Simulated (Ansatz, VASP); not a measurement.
**Two plane-wave programs on Hg**

The input INCAR:

```
SYSTEM = Hg
ALGO     = Normal         ! electronic algorithm
EDIFF    = 1E-7           ! SCF threshold, eV
EDIFFG   = -0.01          ! ionic threshold
ENCUT    = 500            ! plane-wave cutoff, eV
GGA      = PE             ! functional
GGA_COMPAT= .False.      
IBRION   = 2              ! ionic algorithm
ISIF     = 3              ! what is computed and relaxed
ISMEAR   = 0              ! smearing method
LASPH    = .True.         ! aspherical terms in the spheres
LCHARG   = .False.        ! write CHGCAR
LREAL    = .False.        ! projectors in reciprocal space
LWAVE    = .False.        ! write WAVECAR
NELM     = 120            ! most SCF steps
NELMIN   = 4            
NSW      = 50             ! ionic steps
PREC     = Accurate       ! precision mode
SIGMA    = 0.05           ! smearing width, eV
```

File KPOINTS:

```
k-points
0
Gamma
  14 14 14
  0 0 0
```

The input POSCAR:

```
Hg
1.0
    2.0112465469      1.1611937353      2.0603613927
   -2.0112465469      1.1611937353      2.0603613927
    0.0000000000     -2.3223874706      2.0603613927
Hg
1
Direct
    0.0000000000      0.0000000000      0.0000000000
```

Input for Ansatz:

```yaml
crystal:
  lattice:
    - [2.0112465469, 1.1611937353, 2.0603613927]
    - [-2.0112465469, 1.1611937353, 2.0603613927]
    - [0.0, -2.3223874706, 2.0603613927]
  atoms:
    - { symbol: Hg, position: [0.0, 0.0, 0.0] }
basis:
  ecutwfc: 600
  ecutrho_ratio: 5
kpoints:
  mp_grid: { grid: [14, 14, 14] }
hamiltonian:
  xc: pbe
scf:
  occupations: { method: gaussian, width: 0.05 }
output:
  forces: true
  stress: true
  eigenvalues: true
relax:
  f_tol: 0.01
  max_steps: 30
  cell: { stress_tol: 0.04 }
```

Alike in both runs: task relaxation of cell and atoms; functional PBE; k mesh 14 × 14 × 14; occupations gaussian, width 0.05 eV; no spin polarisation.

```csv
,VASP,Ansatz
version,VASP 6.6.1,Ansatz 0.2.0
potentials or method,"VASP PAW PBE potentials, release 64 (Hg), cutoff 500 eV","scalar-relativistic, plane waves, PAW"
valence electrons in the cell,12,20
```

|  | VASP | Ansatz | Ansatz less VASP |
| --- | --- | --- | --- |
| gap on the k mesh at the Fermi level, each at its own relaxed structure (eV) | none | none | - |
| relaxed volume (Å³/atom) | 29.40 | 28.97 | -0.427 |
| relaxed cell length with the largest relative difference (Å) | 3.109 | 3.095 | -0.0142 |

A gap of «none» marks a metal or a gap that the smearing closes. VASP's potentials hold 12 valence electrons a cell and Ansatz's 20, so a difference there can come from the potentials and not from the codes.

Neither program's run includes spin-orbit coupling.
